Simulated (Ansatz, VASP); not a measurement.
# SrAgO3 in VASP and in Ansatz

File INCAR:

```
ALGO = Normal ; EDIFF = 1E-7
ENCUT = 520 ; GGA = CA
ISIF = 2 ; ISMEAR = -1
LASPH = T ; LCHARG = F
LREAL = F ; LWAVE = F
NBANDS = 28 ; NELM = 60
PREC = Accurate ; SIGMA = 0.15
```

Contents of KPOINTS:

```
k-points
0
Gamma
  6 6 6
```

The input POSCAR:

```
SrAgO3
1.0
    4.0757064678      0.0000000000      0.0000000000
    0.0000000000      4.0757064678      0.0000000000
    0.0000000000      0.0000000000      4.0757064678
Sr Ag O
1 1 3
Direct
    0.0000000000      0.0000000000      0.0000000000
    0.5000000000      0.5000000000      0.5000000000
    0.5000000000      0.5000000000      0.0000000000
    0.5000000000      0.0000000000      0.5000000000
    0.0000000000      0.5000000000      0.5000000000
```

Input for Ansatz:

```yaml
crystal:
  lattice:
    - [4.075706467776845, 0.0, 0.0]
    - [0.0, 4.075706467776845, 0.0]
    - [0.0, 0.0, 4.075706467776845]
  atoms:
    - { symbol: Sr, position: [0.0, 0.0, 0.0] }
    - { symbol: Ag, position: [0.5, 0.5, 0.5] }
    - { symbol: O, position: [0.5, 0.5, 0.0] }
    - { symbol: O, position: [0.5, 0.0, 0.5] }
    - { symbol: O, position: [0.0, 0.5, 0.5] }
basis:
  ecutwfc: 500.0
kpoints:
  mp_grid:
    grid: [6, 6, 6]
hamiltonian:
  xc: lda
  pseudopotentials:
    kind: paw
scf:
  convergence:
    dr2_threshold: 1.0e-09
  occupations:
    method: fermi_dirac
    width: 0.15
output:
  stress: true
```

Alike in both runs: task single point; functional LDA; k mesh 6 × 6 × 6; occupations fermi-dirac, width 0.15 eV; no spin polarisation.

|  | VASP | Ansatz |
| --- | --- | --- |
| version | VASP 6.6.1 | Ansatz 0.2.0 |
| potentials or method | VASP PAW LDA potentials, release 64 (Sr_sv, Ag, O), cutoff 520 eV | plane waves, PAW |
| valence electrons in the cell | 39 | 47 |

```csv
,VASP,Ansatz,Ansatz less VASP
pressure (GPa),-8.8,-9.2,-0.40
```

LDA's correlation is that of Perdew and Zunger in VASP and of Perdew and Wang (1992) in Ansatz. VASP's potentials hold 39 valence electrons a cell and Ansatz's 47, so a difference there can come from the potentials and not from the codes. Ansatz's warnings: stress scf threshold loose.
